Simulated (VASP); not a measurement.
# GaP (F-43m) in VASP: single point with PBEsol

Aim: the single point of GaP with PBEsol.

All numbers are computed with VASP 6.6.1; they aren't measurements. Logs are shortened: lines on timing, memory, paths and dates and some standing lists are left out, and cuts for length are marked.

### 1 The cell of the first run

The structure is cubic, space group F-43m (No. 216). Conventional cell: a = 5.451 Å, b = 5.451 Å, c = 5.451 Å, α = 90.00°, β = 90.00°, γ = 90.00°. Ga (site symmetry -43m) has 4 P at 2.36 Å within 3.1 Å. P (site symmetry -43m) has 4 Ga at 2.36 Å within 3.1 Å.

### 2 Single point, PBEsol

Input file INCAR:

```
SYSTEM = GaP
PREC = Accurate ; ENCUT = 500
EDIFF = 1E-6 ; ISMEAR = 0
SIGMA = 0.01 ; LREAL = .FALSE.
LASPH = .TRUE. ; NELM = 120
ALGO = Normal ; ISIF = 2
LWAVE = .FALSE. ; LCHARG = .TRUE.
GGA = PS ; LELF = .TRUE.
LVHAR = .TRUE. ; NBANDS = 16
GGA_COMPAT = .FALSE.
```

Input file KPOINTS:

```
Automatic mesh
0
G
  4 4 4
  0 0 0
```

Input file POSCAR:

```
GaP
1.0
    0.0000000000      2.7252500000      2.7252500000
    2.7252500000      0.0000000000      2.7252500000
    2.7252500000      2.7252500000      0.0000000000
Ga P
1 1
Direct
    0.0000000000      0.0000000000      0.0000000000
    0.2500000000      0.2500000000      0.2500000000
```

Potentials or basis: VASP PAW PBE potentials, release 64 (Ga_d, P).

Command:

```
cat potpaw_PBE.64/Ga_d/POTCAR potpaw_PBE.64/P/POTCAR > POTCAR
mpirun -np 1 vasp_std > vasp.out
```

OUTCAR:

```text
SYSTEM = GaP
   PREC = Accurate
   ENCUT = 500
   EDIFF = 1E-6
   ISMEAR = 0
   LREAL = .FALSE.
   LASPH = .TRUE.
   NELM = 120
   ISIF = 2
   GGA = PS

 ion  position               nearest neighbor table
   1  0.000  0.000  0.000-   2 2.36   2 2.36   2 2.36   2 2.36
   2  0.250  0.250  0.250-   1 2.36   1 2.36   1 2.36   1 2.36

  LATTYP: Found a face centered cubic cell.
 ALAT       =     5.4505000000

  Lattice vectors:

 A1 = (   0.0000000000,   2.7252500000,   2.7252500000)
 A2 = (   2.7252500000,   0.0000000000,   2.7252500000)
 A3 = (   2.7252500000,   2.7252500000,   0.0000000000)

Analysis of symmetry for initial positions (statically):
=====================================================================
 Subroutine PRICEL returns:
 Original cell was already a primitive cell.

 Routine SETGRP: Setting up the symmetry group for a
 face centered cubic supercell.

 Subroutine GETGRP returns: Found 24 space group operations
 (whereof 24 operations were pure point group operations)
 out of a pool of 48 trial point group operations.

The static configuration has the point symmetry T_d .

Analysis of symmetry for dynamics (positions and initial velocities):
=====================================================================
 Subroutine PRICEL returns:
 Original cell was already a primitive cell.

 Routine SETGRP: Setting up the symmetry group for a
 face centered cubic supercell.

 Subroutine GETGRP returns: Found 24 space group operations
 (whereof 24 operations were pure point group operations)
 out of a pool of 48 trial point group operations.

The dynamic configuration has the point symmetry T_d .

 Subroutine INISYM returns: Found 24 space group operations
 (whereof 24 operations are pure point group operations),
 and found     1 'primitive' translations

----------------------------------------------------------------------------------------

                                     Primitive cell

  volume of cell :      40.4808

  direct lattice vectors                    reciprocal lattice vectors
     0.000000000  2.725250000  2.725250000    -0.183469406  0.183469406  0.183469406
     2.725250000  0.000000000  2.725250000     0.183469406 -0.183469406  0.183469406
     2.725250000  2.725250000  0.000000000     0.183469406  0.183469406 -0.183469406

  length of vectors
     3.854085511  3.854085511  3.854085511     0.317778334  0.317778334  0.317778334

  position of ions in fractional coordinates (direct lattice)
     0.000000000  0.000000000  0.000000000
     0.250000000  0.250000000  0.250000000

  ion indices of the primitive-cell ions
   primitive index   ion index
                 1           1
                 2           2

----------------------------------------------------------------------------------------

 KPOINTS: Automatic mesh

Automatic generation of k-mesh.
 Grid dimensions read from file:
 generate k-points for:    4    4    4

 Generating k-lattice:

  Cartesian coordinates                     Fractional coordinates (reciprocal lattice)
    -0.045867352  0.045867352  0.045867352     0.250000000  0.000000000  0.000000000
     0.045867352 -0.045867352  0.045867352     0.000000000  0.250000000  0.000000000
     0.045867352  0.045867352 -0.045867352     0.000000000  0.000000000  0.250000000

  Length of vectors
     0.079444583  0.079444583  0.079444583

  Shift w.r.t. Gamma in fractional coordinates (k-lattice)
     0.000000000  0.000000000  0.000000000

 Subroutine IBZKPT returns following result:
 ===========================================

 Found      8 irreducible k-points:

 Following reciprocal coordinates:
            Coordinates               Weight
  0.000000  0.000000  0.000000      1.000000
  0.250000  0.000000  0.000000      8.000000
  0.500000  0.000000  0.000000      4.000000
  0.250000  0.250000  0.000000      6.000000
  0.500000  0.250000  0.000000     24.000000
 -0.250000  0.250000  0.000000     12.000000
  0.500000  0.500000  0.000000      3.000000
 -0.250000  0.500000  0.250000      6.000000
   k-points           NKPTS =      8   k-points in BZ     NKDIM =      8   number of bands    NBANDS=     16
   number of dos      NEDOS =    301   number of ions     NIONS =      2
   total plane-waves  NPLWV =  21952
   dimension x,y,z NGX =    28 NGY =   28 NGZ =   28
   dimension x,y,z NGXF=    56 NGYF=   56 NGZF=   56
   ions per type =               1   1
   NGX,Y,Z   is equivalent  to a cutoff of  12.08, 12.08, 12.08 a.u.
   NGXF,Y,Z  is equivalent  to a cutoff of  24.16, 24.16, 24.16 a.u.
 SYSTEM =  GaP
   PREC   = accura    normal or accurate (medium, high low for compatibility)
   ISTART =      0    job   : 0-new  1-cont  2-samecut
   ICHARG =      2    charge: 1-file 2-atom 10-const
   ISPIN  =      1    spin polarized calculation?
   LNONCOLLINEAR =      F non collinear calculations
   LSORBIT =      F    spin-orbit coupling
   LASPH  =      T    aspherical Exc in radial PAW
   ENCUT  =  500.0 eV  36.75 Ry    6.06 a.u.   7.03  7.03  7.03*2*pi/ulx,y,z
   NELM   =    120;   NELMIN=  2; NELMDL= -5     # of ELM steps
   EDIFF  = 0.1E-05   stopping-criterion for ELM
   LREAL  =      F    real-space projection
   EDIFFG = 0.1E-04   stopping-criterion for IOM
   NSW    =      0    number of steps for IOM
   IBRION =     -1    ionic relax: 0-MD 1-quasi-New 2-CG
   NFREE  =      0    steps in history (QN), initial steepest desc. (CG)
   ISIF   =      2    stress and relaxation
   ISYM   =      2    0-nonsym 1-usesym 2-fastsym
   POTIM  = 0.5000    time-step for ionic-motion
   TEBEG  =    0.0;   TEEND  =   0.0 temperature during run
   PSTRESS=    0.0 pullay stress
   NELECT =      18.0000    total number of electrons
   NUPDOWN=      -1.0000    fix difference up-down
   EMIN   =  10.00;   EMAX   =-10.00  energy-range for DOS
   EFERMI =   0.00;   METHOD = LEGACY
   ISMEAR =     0;   SIGMA  =   0.01  broadening in eV -4-tet -1-fermi 0-gaus
   EFERMI_NEDOS =   21; number of points for ismear=-14 and -15
   IALGO  =     38    algorithm
   IMIX   =      4    mixing-type and parameters
     AMIX     =   0.40;   BMIX     =  1.00
     AMIX_MAG =   1.60;   BMIX_MAG =  1.00
  volume/ion in A,a.u.               =      20.24       136.59
  Fermi-wavevector in a.u.,A,eV,Ry     =   1.249538  2.361284 21.243377  1.561344
  Thomas-Fermi vector in A             =   2.383574
   LORBIT       =      0    0 simple, 1 ext, 2 COOP (PROOUT), +10 PAW based schemes
   GGA     = PS    functional components
   LHFCALC =     F    Hartree Fock is set to
   AEXX    =    0.0000 exact exchange contribution
   IVDW    =     0    specifies the selected vdW correction
   LEPSILON=     F    determine dielectric tensor
   LRPA    =     F    only Hartree local field effects (RPA)
 non-spin polarized calculation
 Gauss-broadening in eV      SIGMA  =   0.01
  energy-cutoff  :      500.00
  volume of cell :       40.48
 maximum number of plane-waves:      1056
   NGX = 13   NGY = 13   NGZ = 13

 number of electron      18.0000016 magnetization

 Free energy of the ion-electron system (eV)
  ---------------------------------------------------
  ext. energy  EPLUGINS =         0.00000000
  ---------------------------------------------------
  free energy    TOTEN  =        -9.77248563 eV

  energy without entropy =       -9.77248563  energy(sigma->0) =       -9.77248563

 E-fermi :   4.6637     XC(G=0): -10.0021

 val. band max:        4.6173229382   @ k =   0.0000   0.0000   0.0000
 cond. band min:       6.1017431810   @ k =   0.5000   0.5000   0.0000
 fundamental gap:      1.4844202428
 Fermi energy:         4.6636559160

 k-point     1 :       0.0000    0.0000    0.0000
  band No.  band energies     occupation
      1      -9.9728      2.00000
      2      -9.9728      2.00000
      3      -9.9728      2.00000
      4      -9.8736      2.00000
      5      -9.8736      2.00000
      6      -7.9168      2.00000
[... 8 lines left out ...]
     15      14.3631      0.00000
     16      14.3631      0.00000

 k-point     2 :       0.2500    0.0000    0.0000
  band No.  band energies     occupation
      1     -10.0159      2.00000
      2      -9.9580      2.00000
      3      -9.9580      2.00000
      4      -9.8724      2.00000
      5      -9.8724      2.00000
      6      -7.1345      2.00000
[... 8 lines left out ...]
     15      13.5091      0.00000
     16      14.2998      0.00000

 k-point     3 :       0.5000    0.0000    0.0000
  band No.  band energies     occupation
      1     -10.0532      2.00000
      2      -9.9481      2.00000
      3      -9.9481      2.00000
      4      -9.8661      2.00000
      5      -9.8661      2.00000
      6      -5.8204      2.00000
[... 8 lines left out ...]
     15      16.2650      0.00000
     16      16.2650      0.00000

 k-point     4 :       0.2500    0.2500    0.0000
  band No.  band energies     occupation
      1     -10.0391      2.00000
      2      -9.9408      2.00000
      3      -9.9408      2.00000
      4      -9.8901      2.00000
      5      -9.8627      2.00000
      6      -6.8711      2.00000
[... 8 lines left out ...]
     15      15.3222      0.00000
     16      17.1064      0.00000

 k-point     5 :       0.5000    0.2500    0.0000
  band No.  band energies     occupation
      1     -10.0643      2.00000
      2      -9.9340      2.00000
      3      -9.9259      2.00000
      4      -9.8887      2.00000
      5      -9.8609      2.00000
      6      -5.4962      2.00000
[... 8 lines left out ...]
     15      16.3598      0.00000
     16      17.7513      0.00000

 k-point     6 :      -0.2500    0.2500    0.0000
  band No.  band energies     occupation
      1     -10.0475      2.00000
      2      -9.9440      2.00000
      3      -9.9390      2.00000
      4      -9.8751      2.00000
      5      -9.8719      2.00000
      6      -6.0160      2.00000
[... 8 lines left out ...]
     15      15.5721      0.00000
     16      17.8569      0.00000

 k-point     7 :       0.5000    0.5000    0.0000
  band No.  band energies     occupation
      1     -10.0890      2.00000
      2      -9.9102      2.00000
      3      -9.9072      2.00000
      4      -9.9072      2.00000
      5      -9.8517      2.00000
      6      -4.9020      2.00000
[... 8 lines left out ...]
     15      17.0161      0.00000
     16      17.5507      0.00000

 k-point     8 :      -0.2500    0.5000    0.2500
  band No.  band energies     occupation
      1     -10.0692      2.00000
      2      -9.9346      2.00000
      3      -9.9129      2.00000
      4      -9.8891      2.00000
      5      -9.8648      2.00000
      6      -4.8052      2.00000
[... 8 lines left out ...]
     15      16.4834      0.00000
     16      18.3225      0.00000

------------------------ aborting loop because EDIFF is reached ----------------------------------------

  FORCE on cell =-STRESS in cart. coord.  units (eV):
  Direction    XX          YY          ZZ          XY          YZ          ZX
  --------------------------------------------------------------------------------------
  -------------------------------------------------------------------------------------
  Total       -0.0560750     -0.0560750     -0.0560750      0.0000000      0.0000000      0.0000000
  in kB       -2.2193738     -2.2193738     -2.2193738      0.0000000      0.0000000      0.0000000
  external PRESSURE =      -2.2193738 kB  Pullay stress =       0.0000000 kB

 VOLUME and BASIS-vectors are now :
 -----------------------------------------------------------------------------
  energy-cutoff  :      500.00
  volume of cell :       40.48
      direct lattice vectors                 reciprocal lattice vectors
     0.000000000  2.725250000  2.725250000    -0.183469406  0.183469406  0.183469406
     2.725250000  0.000000000  2.725250000     0.183469406 -0.183469406  0.183469406
     2.725250000  2.725250000  0.000000000     0.183469406  0.183469406 -0.183469406

 POSITION                                       TOTAL-FORCE (eV/Angst)
 -----------------------------------------------------------------------------------
      0.00000      0.00000      0.00000         0.000000      0.000000      0.000000
      1.36262      1.36262      1.36262        -0.000000     -0.000000     -0.000000
 -----------------------------------------------------------------------------------
    total drift:                                0.000001      0.000001      0.000001

  FREE ENERGIE OF THE ION-ELECTRON SYSTEM (eV)
  ---------------------------------------------------
  free  energy   TOTEN  =        -9.7724856263 eV

  energy  without entropy=       -9.7724856263  energy(sigma->0) =       -9.77248563
```

Wall time 12 s (1 thread of AMD EPYC 7R13 (Zen 3), shared host); peak memory 0.12 GiB.

What came out:

- Free energy: -9.7725 eV
- Pressure: -0.2 GPa
- Band gap on the k mesh: 1.48 eV, indirect (least direct gap 1.74 eV)

Caveat: the k points lie up to 0.50 Å⁻¹ apart; the PAW data sets were made with another functional, which shifts forces and pressure a little. Expect the measured gap to be larger: semilocal functionals such as PBEsol lack the derivative discontinuity.
